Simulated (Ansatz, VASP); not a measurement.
# RbBr: VASP beside Ansatz

```
CELL_PARAMETERS angstrom
4.12608 0.00000 0.00000
0.00000 4.12608 0.00000
0.00000 0.00000 4.12608
ATOMIC_POSITIONS crystal
Rb 0.00000 0.00000 0.00000
Br 0.50000 0.50000 0.50000
```

Alike in both runs: task single point; functional PBE; dispersion D3(BJ); k mesh 2 × 2 × 2; occupations gaussian, width 0.1 eV; no spin polarisation.

|  | VASP | Ansatz |
| --- | --- | --- |
| version | VASP 6.6.1 | Ansatz 0.2.0 |
| potentials or method | VASP PAW PBE potentials, release 64 (Rb_sv, Br) | scalar-relativistic, plane waves, PAW (harder set) |
| plane-wave cutoff (eV) | 500 | 680 |
| valence electrons in the cell | 16 | 26 |

|  | VASP | Ansatz | Ansatz less VASP |
| --- | --- | --- | --- |
| gap on the k mesh at the Fermi level (eV) | 3.99 | 4.00 | +0.002 |
| least direct gap on the mesh (eV) | 4.15 | 4.15 | +0.001 |
| pressure (GPa) | 1.0 | 0.9 | -0.04 |

VASP's potentials hold 16 valence electrons a cell and Ansatz's 26, so a difference there can come from the potentials and not from the codes.

The k mesh is coarse, so the values compare programs but aren't converged.
